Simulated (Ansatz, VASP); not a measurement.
**Ta in VASP and in Ansatz**

```xyz
4
Lattice="2.9015 0.0000 0.0000 -1.4508 2.5128 0.0000 0.0000 0.0000 10.2087" Properties=species:S:1:pos:R:3 pbc="T T T"
Ta    1.4508    2.5128   10.2087
Ta    0.0000    0.0000    5.1044
Ta    0.0000    1.6752    2.5522
Ta    1.4508    0.8376    7.6566
```

Alike in both runs: task single point; functional BLYP; k mesh 14 × 14 × 4; occupations fermi-dirac, width 0.1 eV; no spin polarisation.

|  | VASP | Ansatz |
| --- | --- | --- |
| version | VASP 6.6.1 | Ansatz 0.2.0 |
| potentials or method | VASP PAW PBE potentials, release 64 (Ta_pv), cutoff 520 eV | plane waves (420 eV) with PAW, scalar-relativistic |
| valence electrons in the cell | 44 | 52 |

Ansatz gave:

```
pressure (GPa)                                                : 7.7
traceless stress, the component that is largest in VASP (GPa) : -0.33
```

Q: Which values does VASP return?

A: Pressure (GPa): 8.7; traceless stress, the component that is largest in VASP (GPa): -0.22.

VASP's potentials were made for PBE, not for BLYP. VASP's potentials hold 44 valence electrons a cell and Ansatz's 52, so a difference there can come from the potentials and not from the codes.

Spin-orbit coupling is off throughout.
